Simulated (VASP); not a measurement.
Here is a VASP 6.6.1 calculation.

The input INCAR:

```
SYSTEM = ZnSn2N2
ALGO = Normal ; EDIFF = 1E-6
EDIFFG = -0.04 ; ENCUT = 600
GGA = PE ; IBRION = 2
ISIF = 3 ; ISMEAR = 0
LASPH = .True. ; LCHARG = .False.
LREAL = .False. ; LWAVE = .False.
NELM = 80 ; NSW = 90
PREC = Accurate ; SIGMA = 0.1
```

KPOINTS

```
k-points
0
Gamma
  4 4 4
  0 0 0
```

POSCAR

```
ZnSn2N2
1.0
    3.1617191912     -3.3495556443      0.0000000000
    3.1617191912      3.3495556443      0.0000000000
    0.0000000000      0.0000000000      6.0352674149
Zn Sn N
1 2 2
Direct
    0.5000000000      0.5000000000      0.0000000000
    0.0000000000      0.0000000000      0.5000000000
    0.5000000000      0.5000000000      0.5000000000
    0.9167093871      0.0832906129      0.0000000000
    0.0832906129      0.9167093871      0.0000000000
```

Potentials or basis: VASP PAW PBE potentials, release 64 (Zn, Sn_d, N).

The run is started by

```bash
$ cat potpaw_PBE.64/Zn/POTCAR potpaw_PBE.64/Sn_d/POTCAR potpaw_PBE.64/N/POTCAR > POTCAR
$ mpirun -np 1 vasp_std > vasp.out
```

Task: Estimate the band gap on the k mesh.

Result: Zero (bands 25 and 26 overlap by 1.31 eV).

Task: Estimate the relaxed volume.

Result: 24.69 Å³/atom.

Task: Estimate the relaxed cell.

Result: a = 4.712 Å, b = 4.712 Å, c = 5.581 Å, α = 90.00°, β = 90.00°, γ = 95.09°.

Task: What does it give for the space group after relaxing (to 0.1 Å)?

Result: Cmmm (No. 65).

Forces in eV/Å, atoms in the order of the input:
```
Zn   0.000  0.000  0.000
Sn   0.000  0.000  0.000
Sn   0.000  0.000  0.000
N    0.000 -0.020  0.000
N    0.000  0.020  0.000
```

Caveat: the standard files for N, O and F lose accuracy on very short bonds; spin-orbit coupling is left out, which moves the levels of the heavy elements.
